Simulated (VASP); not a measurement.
Set up this calculation in VASP 6.6.1, as the native input.

```yaml
Task: single point
Functional: PBE
Potentials_or_basis: VASP PAW PBE potentials, release 64 (Si, Ir, Pt)
Cutoff: 520 eV
k_mesh: 6 × 6 × 2
Occupations: gaussian, width 0.1 eV
Spin: no spin polarisation
Dipole_correction: no
Further_INCAR_settings: ALGO = Normal; EDIFF = 1e-07; NBANDS = 47
```

The structure of Si4IrPt lies in POSCAR:

```
Si4IrPt
1.0
    3.3532607220     -2.0216016626     -0.0020476291
    3.3532607220      2.0216016626     -0.0020476291
   -2.3556194926      0.0000000000     14.5462741393
Si Ir Pt
8 2 2
Direct
    0.9768635433      0.0273225253      0.3504239995
    0.0273225253      0.9768635433      0.8504239995
    0.6719859388      0.6728198652      0.4039839107
    0.6728198652      0.6719859388      0.9039839107
    0.4127823333      0.8842820230      0.0712315072
    0.8842820230      0.4127823333      0.5712315072
    0.7760514978      0.2566387952      0.1742135083
    0.2566387952      0.7760514978      0.6742135083
    0.7463542048      0.1928157321      0.0088349483
    0.1928157321      0.7463542048      0.5088349483
    0.4598864064      0.9358043421      0.2410731912
    0.9358043421      0.4598864064      0.7410731912
```

One way to write it, as run:

INCAR

```
SYSTEM = Si4IrPt
  ALGO = Normal
  EDIFF = 1E-7
  ENCUT = 520
  GGA = PE
  ISIF = 2
  ISMEAR = 0
  LASPH = .TRUE.
  LCHARG = .FALSE.
  LREAL = .FALSE.
  LWAVE = .FALSE.
  NBANDS = 47
  NELM = 60
  PREC = Accurate
  SIGMA = 0.1
```

KPOINTS

```
k-points
0
G
  6 6 2
  0 0 0
```

Potentials or basis: VASP PAW PBE potentials, release 64 (Si, Ir, Pt).

Command:

```bash
$ cat potpaw_PBE.64/Si/POTCAR potpaw_PBE.64/Ir/POTCAR potpaw_PBE.64/Pt/POTCAR > POTCAR
$ mpirun -np 1 vasp_std > vasp.out
```

It gave:

```yaml
Pressure: -0.1 GPa
Largest_force: 0.037 eV/Å
Band_gap_on_the_k_mesh: zero (bands 35 and 36 overlap by 2.28 eV)
```

Caveat: spin-orbit coupling is left out, which moves the levels of the heavy elements.

Wall time 4.7 min on 1 thread of AMD EPYC 7R43 64-Core Processor (Zen 3), with other jobs on the host, peak memory 0.39 GiB.
